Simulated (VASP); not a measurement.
# KCl (Sylvite) (Fm-3m) in VASP: notebook

KCl (Sylvite) is run at these levels: PBEsol; tasks: single point, relaxation of cell and atoms.

Program: VASP 6.6.1. These are calculated values, not measurements. Logs are shortened: lines on timing, memory, paths and dates and some standing lists are left out, and cuts for length are marked.

### 1 The cell of the first run

The structure is cubic, space group Fm-3m (No. 225). The conventional cell has a = 6.243 Å, b = 6.243 Å, c = 6.243 Å, α = 90.00°, β = 90.00°, γ = 90.00°. K (site symmetry m-3m) has 6 Cl at 3.12 Å within 4.1 Å. Cl (site symmetry m-3m) has 6 K at 3.12 Å within 4.1 Å.

### 2 Single point, PBEsol

INCAR

```
  PREC = Accurate
  ENCUT = 520
  EDIFF = 1E-6
  ISMEAR = 0
  SIGMA = 0.02
  LREAL = F
  LASPH = T
  NELM = 80
  ALGO = Normal
  ISIF = 2
  LWAVE = F
  LCHARG = T
  GGA = PS
  LELF = T
  LVHAR = T
  NBANDS = 15
```

KPOINTS

```
regular mesh
0
Gamma
  6 6 6
```

POSCAR

```
KCl
1.0
    0.0000000000      3.1216036869      3.1216036869
    3.1216036869      0.0000000000      3.1216036869
    3.1216036869      3.1216036869      0.0000000000
K Cl
1 1
Direct
    0.0000000000      0.0000000000      0.0000000000
    0.5000000000      0.5000000000      0.5000000000
```

Potentials or basis: VASP PAW PBE potentials, release 64 (K_sv, Cl).

Run with:

```bash
cat potpaw_PBE.64/K_sv/POTCAR potpaw_PBE.64/Cl/POTCAR > POTCAR
mpirun -np 1 vasp_std > vasp.out
```

OUTCAR:

```text
PREC = Accurate
   ENCUT = 520
   EDIFF = 1E-6
   ISMEAR = 0
   LREAL = F
   LASPH = T
   NELM = 80
   ISIF = 2
   GGA = PS

 ion  position               nearest neighbor table
   1  0.000  0.000  0.000-   2 3.12   2 3.12   2 3.12   2 3.12   2 3.12   2 3.12
   2  0.500  0.500  0.500-   1 3.12   1 3.12   1 3.12   1 3.12   1 3.12   1 3.12

  LATTYP: Found a face centered cubic cell.
 ALAT       =     6.2432073738

  Lattice vectors:

 A1 = (   0.0000000000,   3.1216036869,   3.1216036869)
 A2 = (   3.1216036869,   0.0000000000,   3.1216036869)
 A3 = (   3.1216036869,   3.1216036869,   0.0000000000)

Analysis of symmetry for initial positions (statically):
=====================================================================
 Subroutine PRICEL returns:
 Original cell was already a primitive cell.

 Routine SETGRP: Setting up the symmetry group for a
 face centered cubic supercell.

 Subroutine GETGRP returns: Found 48 space group operations
 (whereof 48 operations were pure point group operations)
 out of a pool of 48 trial point group operations.

The static configuration has the point symmetry O_h .

Analysis of symmetry for dynamics (positions and initial velocities):
=====================================================================
 Subroutine PRICEL returns:
 Original cell was already a primitive cell.

 Routine SETGRP: Setting up the symmetry group for a
 face centered cubic supercell.

 Subroutine GETGRP returns: Found 48 space group operations
 (whereof 48 operations were pure point group operations)
 out of a pool of 48 trial point group operations.

The dynamic configuration has the point symmetry O_h .

 Subroutine INISYM returns: Found 48 space group operations
 (whereof 48 operations are pure point group operations),
 and found     1 'primitive' translations

----------------------------------------------------------------------------------------

                                     Primitive cell

  volume of cell :      60.8364

  direct lattice vectors                    reciprocal lattice vectors
     0.000000000  3.121603687  3.121603687    -0.160174080  0.160174080  0.160174080
     3.121603687  0.000000000  3.121603687     0.160174080 -0.160174080  0.160174080
     3.121603687  3.121603687  0.000000000     0.160174080  0.160174080 -0.160174080

  length of vectors
     4.414614270  4.414614270  4.414614270     0.277429645  0.277429645  0.277429645

  position of ions in fractional coordinates (direct lattice)
     0.000000000  0.000000000  0.000000000
     0.500000000  0.500000000  0.500000000

  ion indices of the primitive-cell ions
   primitive index   ion index
                 1           1
                 2           2

----------------------------------------------------------------------------------------

 KPOINTS: regular mesh

Automatic generation of k-mesh.
 Grid dimensions read from file:
 generate k-points for:    6    6    6

 Generating k-lattice:

  Cartesian coordinates                     Fractional coordinates (reciprocal lattice)
    -0.026695680  0.026695680  0.026695680     0.166666667  0.000000000  0.000000000
     0.026695680 -0.026695680  0.026695680     0.000000000  0.166666667  0.000000000
     0.026695680  0.026695680 -0.026695680     0.000000000  0.000000000  0.166666667

  Length of vectors
     0.046238274  0.046238274  0.046238274

  Shift w.r.t. Gamma in fractional coordinates (k-lattice)
     0.000000000  0.000000000  0.000000000

 Subroutine IBZKPT returns following result:
 ===========================================

 Found     16 irreducible k-points:

 Following reciprocal coordinates:
            Coordinates               Weight
  0.000000  0.000000  0.000000      1.000000
  0.166667  0.000000  0.000000      8.000000
  0.333333  0.000000  0.000000      8.000000
  0.500000  0.000000  0.000000      4.000000
  0.166667  0.166667  0.000000      6.000000
  0.333333  0.166667  0.000000     24.000000
[... 8 lines left out ...]
 -0.333333  0.333333  0.166667     24.000000
 -0.333333  0.500000  0.166667     12.000000
   k-points           NKPTS =     16   k-points in BZ     NKDIM =     16   number of bands    NBANDS=     15
   number of dos      NEDOS =    301   number of ions     NIONS =      2
   total plane-waves  NPLWV =  46656
   dimension x,y,z NGX =    36 NGY =   36 NGZ =   36
   dimension x,y,z NGXF=    72 NGYF=   72 NGZF=   72
   ions per type =               1   1
   NGX,Y,Z   is equivalent  to a cutoff of  13.56, 13.56, 13.56 a.u.
   NGXF,Y,Z  is equivalent  to a cutoff of  27.11, 27.11, 27.11 a.u.
 SYSTEM =  unknown system
   PREC   = accura    normal or accurate (medium, high low for compatibility)
   ISTART =      0    job   : 0-new  1-cont  2-samecut
   ICHARG =      2    charge: 1-file 2-atom 10-const
   ISPIN  =      1    spin polarized calculation?
   LNONCOLLINEAR =      F non collinear calculations
   LSORBIT =      F    spin-orbit coupling
   LASPH  =      T    aspherical Exc in radial PAW
   ENCUT  =  520.0 eV  38.22 Ry    6.18 a.u.   8.21  8.21  8.21*2*pi/ulx,y,z
   NELM   =     80;   NELMIN=  2; NELMDL= -5     # of ELM steps
   EDIFF  = 0.1E-05   stopping-criterion for ELM
   LREAL  =      F    real-space projection
   EDIFFG = 0.1E-04   stopping-criterion for IOM
   NSW    =      0    number of steps for IOM
   IBRION =     -1    ionic relax: 0-MD 1-quasi-New 2-CG
   NFREE  =      0    steps in history (QN), initial steepest desc. (CG)
   ISIF   =      2    stress and relaxation
   ISYM   =      2    0-nonsym 1-usesym 2-fastsym
   POTIM  = 0.5000    time-step for ionic-motion
   TEBEG  =    0.0;   TEEND  =   0.0 temperature during run
   PSTRESS=    0.0 pullay stress
   NELECT =      16.0000    total number of electrons
   NUPDOWN=      -1.0000    fix difference up-down
   EMIN   =  10.00;   EMAX   =-10.00  energy-range for DOS
   EFERMI =   0.00;   METHOD = LEGACY
   ISMEAR =     0;   SIGMA  =   0.02  broadening in eV -4-tet -1-fermi 0-gaus
   EFERMI_NEDOS =   21; number of points for ismear=-14 and -15
   IALGO  =     38    algorithm
   IMIX   =      4    mixing-type and parameters
     AMIX     =   0.40;   BMIX     =  1.00
     AMIX_MAG =   1.60;   BMIX_MAG =  1.00
  volume/ion in A,a.u.               =      30.42       205.27
  Fermi-wavevector in a.u.,A,eV,Ry     =   1.048883  1.982102 14.968526  1.100156
  Thomas-Fermi vector in A             =   2.183823
   LORBIT       =      0    0 simple, 1 ext, 2 COOP (PROOUT), +10 PAW based schemes
   GGA     = PS    functional components
   LHFCALC =     F    Hartree Fock is set to
   AEXX    =    0.0000 exact exchange contribution
   IVDW    =     0    specifies the selected vdW correction
   LEPSILON=     F    determine dielectric tensor
   LRPA    =     F    only Hartree local field effects (RPA)
 non-spin polarized calculation
 Gauss-broadening in eV      SIGMA  =   0.02
  energy-cutoff  :      520.00
  volume of cell :       60.84
 maximum number of plane-waves:      1676
 NGX is ok and might be reduce to    36
   NGX = 17   NGY = 17   NGZ = 17

 number of electron      16.0000002 magnetization

 Free energy of the ion-electron system (eV)
  ---------------------------------------------------
  ext. energy  EPLUGINS =         0.00000000
  ---------------------------------------------------
  free energy    TOTEN  =        -7.02318327 eV

  energy without entropy =       -7.02318327  energy(sigma->0) =       -7.02318327

 E-fermi :  -1.7164     XC(G=0):  -7.8237

 val. band max:       -1.8105309113   @ k =   0.0000   0.0000   0.0000
 cond. band min:       3.2880453781   @ k =   0.0000   0.0000   0.0000
 fundamental gap:      5.0985762894
 Fermi energy:        -1.7164152532

 k-point     1 :       0.0000    0.0000    0.0000
  band No.  band energies     occupation
      1     -28.7979      2.00000
      2     -13.9297      2.00000
      3     -12.3251      2.00000
      4     -12.3251      2.00000
      5     -12.3251      2.00000
      6      -1.8105      2.00000
      7      -1.8105      2.00000
      8      -1.8105      2.00000
      9       3.2880      0.00000
     10       6.4921      0.00000
     11       6.4921      0.00000
     12       6.4921      0.00000
     13       7.3926      0.00000
     14       7.3926      0.00000
     15      11.0154      0.00000

 k-point     2 :       0.1667    0.0000    0.0000
  band No.  band energies     occupation
      1     -28.7948      2.00000
      2     -13.9827      2.00000
      3     -12.3276      2.00000
      4     -12.3276      2.00000
      5     -12.2575      2.00000
      6      -2.1499      2.00000
      7      -1.9042      2.00000
      8      -1.9042      2.00000
      9       3.9452      0.00000
     10       6.3070      0.00000
     11       6.8481      0.00000
     12       6.8481      0.00000
     13       7.7834      0.00000
     14       7.7834      0.00000
     15      12.0036      0.00000

 k-point     3 :       0.3333    0.0000    0.0000
  band No.  band energies     occupation
      1     -28.7885      2.00000
      2     -14.0783      2.00000
      3     -12.3328      2.00000
      4     -12.3328      2.00000
      5     -12.1320      2.00000
      6      -2.7026      2.00000
      7      -2.0807      2.00000
      8      -2.0807      2.00000
      9       5.1751      0.00000
     10       6.3932      0.00000
     11       7.8171      0.00000
     12       7.8171      0.00000
     13       8.7687      0.00000
     14       8.7687      0.00000
     15      11.1335      0.00000
[... 199 lines left out ...]
 k-point    15 :      -0.3333    0.3333    0.1667
  band No.  band energies     occupation
      1     -28.7825      2.00000
      2     -13.9773      2.00000
      3     -12.4128      2.00000
      4     -12.3923      2.00000
      5     -12.2064      2.00000
      6      -2.5710      2.00000
      7      -2.2759      2.00000
      8      -2.1906      2.00000
      9       6.0505      0.00000
     10       6.3036      0.00000
     11       7.9525      0.00000
     12       8.2175      0.00000
     13       9.4434      0.00000
     14      10.0503      0.00000
     15      10.1324      0.00000

 k-point    16 :      -0.3333    0.5000    0.1667
  band No.  band energies     occupation
      1     -28.7816      2.00000
      2     -13.8978      2.00000
      3     -12.4630      2.00000
      4     -12.4134      2.00000
      5     -12.2695      2.00000
      6      -2.4135      2.00000
      7      -2.2640      2.00000
      8      -2.1887      2.00000
      9       5.3200      0.00000
     10       7.0556      0.00000
     11       7.2715      0.00000
     12       8.3826      0.00000
     13       9.1659      0.00000
     14       9.9869      0.00000
     15      10.5587      0.00000

------------------------ aborting loop because EDIFF is reached ----------------------------------------

  FORCE on cell =-STRESS in cart. coord.  units (eV):
  Direction    XX          YY          ZZ          XY          YZ          ZX
  --------------------------------------------------------------------------------------
  -------------------------------------------------------------------------------------
  Total        0.0180390      0.0180390      0.0180390      0.0000000      0.0000000     -0.0000000
  in kB        0.4750731      0.4750731      0.4750731      0.0000000      0.0000000     -0.0000000
  external PRESSURE =       0.4750731 kB  Pullay stress =       0.0000000 kB

 VOLUME and BASIS-vectors are now :
 -----------------------------------------------------------------------------
  energy-cutoff  :      520.00
  volume of cell :       60.84
      direct lattice vectors                 reciprocal lattice vectors
     0.000000000  3.121603687  3.121603687    -0.160174080  0.160174080  0.160174080
     3.121603687  0.000000000  3.121603687     0.160174080 -0.160174080  0.160174080
     3.121603687  3.121603687  0.000000000     0.160174080  0.160174080 -0.160174080

 POSITION                                       TOTAL-FORCE (eV/Angst)
 -----------------------------------------------------------------------------------
      0.00000      0.00000      0.00000        -0.000000     -0.000000     -0.000000
      3.12160      3.12160      3.12160         0.000000      0.000000      0.000000
 -----------------------------------------------------------------------------------
    total drift:                                0.000000      0.000000      0.000000

  FREE ENERGIE OF THE ION-ELECTRON SYSTEM (eV)
  ---------------------------------------------------
  free  energy   TOTEN  =        -7.0231832678 eV

  energy  without entropy=       -7.0231832678  energy(sigma->0) =       -7.02318327
```

Run time: 50 s. Hardware: 1 thread of Intel Xeon 6975P-C, shared host; peak memory 0.2 GiB.

Results:

| Item | Value |
| --- | --- |
| Free energy | -7.0232 eV |
| Pressure | 0.0 GPa |
| Band gap on the k mesh | 5.10 eV, direct |

Levels at points of the mesh, in eV from the valence-band top:
| k point | band 4 | band 5 | band 6 | band 7 | band 8 | band 9 | band 10 | band 11 | band 12 | band 13 |
| --- | --- | --- | --- | --- | --- | --- | --- | --- | --- | --- |
| (0.00, 0.00, 0.00) | -10.51 | -10.51 | 0.00 | 0.00 | 0.00 | 5.10 | 8.30 | 8.30 | 8.30 | 9.20 |
| (0.50, 0.00, 0.00) | -10.52 | -10.26 | -1.13 | -0.35 | -0.35 | 7.49 | 8.58 | 10.56 | 10.56 | 11.39 |
| (0.50, 0.50, 0.00) | -10.58 | -10.58 | -0.69 | -0.23 | -0.23 | 6.38 | 8.33 | 10.04 | 10.23 | 10.66 |

Caveat: the PAW data sets were made with another functional, which shifts forces and pressure a little.

(Part 1 of 2 ends here.)
